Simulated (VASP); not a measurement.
# MgBe5: relaxation of cell and atoms with PBE

Crystal: MgBe5.

```
Mg Be
1.0
     4.43204    0.00000    0.00000
    -2.21602    3.83826    0.00000
     0.00000    0.00000    3.55921
Mg Be
1 5
Direct
  0.00000 0.00000 0.00000
  0.33333 0.66667 0.00000
  0.66667 0.33333 0.00000
  0.50000 0.00000 0.50000
  0.50000 0.50000 0.50000
  0.00000 0.50000 0.50000
```

```yaml
Program: VASP 6.6.1
Task: relaxation of cell and atoms
Functional: PBE
Potentials_or_basis: VASP PAW PBE potentials, release 64 (Mg, Be)
Cutoff: 600 eV
k_mesh: 12 × 12 × 10
Occupations: gaussian, width 0.1 eV
Spin: no spin polarisation
Dipole_correction: no
Further_INCAR_settings: ALGO = Normal; EDIFF = 1e-06; IBRION = 2; EDIFFG = -0.01; NSW = 100; ISIF = 3
```

```yaml
Energy_gained_by_relaxing: 0.0 meV/atom
Ionic_steps: 2
Pressure_after_relaxing: 0.0 GPa
Band_gap_on_the_k_mesh: zero (band 6 reaches 6.65 eV, above the bottom of band 7 at 3.52 eV)
```

Stress tensor (GPa, compression positive):
```
-0.06  0.00  0.00
 0.00 -0.06  0.00
 0.00  0.00  0.09
```

Step by step:
```
step  energy change (eV)  largest force (eV/Å)  pressure (GPa)  volume (Å³)
   1              0.0000                0.0000            0.00        60.55
   2             -0.0002                0.0000           -0.01        60.55
```

Final structure:
```
CELL_PARAMETERS angstrom
4.42950 0.00000 0.00000
-2.21475 3.83606 0.00000
0.00000 0.00000 3.56339
ATOMIC_POSITIONS crystal
Mg 0.00000 0.00000 0.00000
Be 0.33333 0.66667 0.00000
Be 0.66667 0.33333 0.00000
Be 0.50000 0.00000 0.50000
Be 0.50000 0.50000 0.50000
Be 0.00000 0.50000 0.50000
```

Levels at points of the mesh, in eV from the Fermi level:
```tsv
k point	band 2	band 3	band 4	band 5	band 6	band 7	band 8	band 9	band 10
(0.00, 0.00, 0.00)	-3.70	-2.55	-1.87	-1.87	-1.81	-1.81	2.23	2.79	5.12
(0.50, 0.00, 0.00)	-7.63	-3.90	-3.57	-1.06	0.51	2.43	2.52	3.45	4.83
(0.00, 0.00, 0.50)	-7.57	-3.57	-1.36	-1.36	0.09	0.09	1.92	1.92	3.44
(0.50, 0.00, 0.50)	-5.80	-5.48	-5.17	-2.47	-2.32	-0.38	1.32	5.89	6.57
```

Run time: 48 s on 1 thread of AMD EPYC 9R45 96-Core Processor (Zen 5), on a shared host, peak memory 0.22 GiB.
